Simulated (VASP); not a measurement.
# Al3W: relaxation of cell and atoms with PBE

Al3W:

```
Al W
1.0
     4.30003    0.00000    0.00000
     0.00000    4.30003    0.00000
     0.00000    0.00000    4.30003
Al W
3 1
Direct
  0.00000 0.00000 0.50000
  0.00000 0.50000 0.00000
  0.50000 0.00000 0.00000
  0.00000 0.00000 0.00000
```

The cell was built from a structure type or drawn by symmetry, and may not be a known phase.

```json
{
 "Program": "VASP 6.6.1",
 "Task": "relaxation of cell and atoms",
 "Functional": "PBE",
 "Potentials or basis": "VASP PAW PBE potentials, release 64 (Al, W_sv)",
 "Cutoff": "600 eV",
 "k mesh": "4 × 4 × 4",
 "Occupations": "gaussian, width 0.1 eV",
 "Spin": "no spin polarisation",
 "Dipole correction": "no",
 "Further INCAR settings": "ALGO = Normal; EDIFF = 1e-07; IBRION = 2; EDIFFG = -0.04; NSW = 90; ISIF = 3"
}
```

* Relaxed volume: 30.51 Å³/atom
* Relaxed cell: a = 4.960 Å, b = 4.960 Å, c = 4.960 Å, α = 90.00°, β = 90.00°, γ = 90.00°
* Space group after relaxing (to 0.1 Å): Pm-3m (No. 221)
* Energy gained by relaxing: 1044.7 meV/atom
* Ionic steps: 3
* Pressure after relaxing: 0.1 GPa
* Band gap on the k mesh: zero (an odd number of electrons rules out a gap without spin polarisation)

Step by step:
| step | energy change (eV) | largest force (eV/Å) | pressure (GPa) | volume (Å³) |
| --- | --- | --- | --- | --- |
| 1 | 0.0000 | 0.0000 | 44.39 | 79.51 |
| 2 | -3.1058 | 0.0000 | -7.22 | 161.20 |
| 3 | -4.1789 | 0.0000 | 0.09 | 122.04 |

Final structure:
```
CELL_PARAMETERS angstrom
4.96015 0.00000 0.00000
0.00000 4.96015 0.00000
0.00000 0.00000 4.96015
ATOMIC_POSITIONS crystal
Al 0.00000 0.00000 0.50000
Al 0.00000 0.50000 0.00000
Al 0.50000 0.00000 0.00000
W 0.00000 0.00000 0.00000
```

Levels at points of the mesh, in eV from the Fermi level:
```tsv
k point	band 9	band 10	band 11	band 12	band 13	band 14	band 15
(0.00, 0.00, 0.00)	0.05	0.05	0.31	0.31	0.31	3.26	4.08
(0.50, 0.00, 0.00)	-0.50	-0.50	0.36	0.79	0.79	2.74	3.31
(0.50, 0.50, 0.00)	-1.63	-0.79	-0.40	-0.40	1.76	3.35	3.35
(0.50, 0.50, 0.50)	-1.61	-1.61	-1.61	-0.76	-0.76	4.00	4.00
```

Wall time 70 s on 1 thread of Intel Xeon 8259CL, with other jobs on the host, peak memory 0.21 GiB.

Caveat: the k points lie up to 0.32 Å⁻¹ apart in the final cell, too coarse for converged energies and pressures of a metal; the volume moved by over 15 % at a fixed basis, so the end points are rough; spin-orbit coupling is left out, which moves the levels of the heavy elements.
